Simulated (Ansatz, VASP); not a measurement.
K in VASP and in Ansatz

```
K
1.0
     0.00000    3.26919    3.26919
     3.26919    0.00000    3.26919
     3.26919    3.26919    0.00000
K
1
Direct
  0.00000 0.00000 0.00000
```

Alike in both runs: task single point; functional LDA; k mesh 10 × 10 × 10; occupations fermi-dirac, width 0.1 eV; no spin polarisation.

|  | VASP | Ansatz |
| --- | --- | --- |
| version | VASP 6.6.1 | Ansatz 0.2.0 |
| potentials or method | VASP PAW LDA potentials, release 64 (K_sv), cutoff 520 eV | plane waves (420 eV) with PAW, scalar-relativistic |
| valence electrons in the cell | 9 | 9 |

```tsv
	VASP	Ansatz	Ansatz less VASP
pressure (GPa)	-0.3	-0.3	+0.02
```

Ansatz warns that its potentials were made for another functional, while VASP's fit it. LDA's correlation is that of Perdew and Zunger in VASP and of Perdew and Wang (1992) in Ansatz.
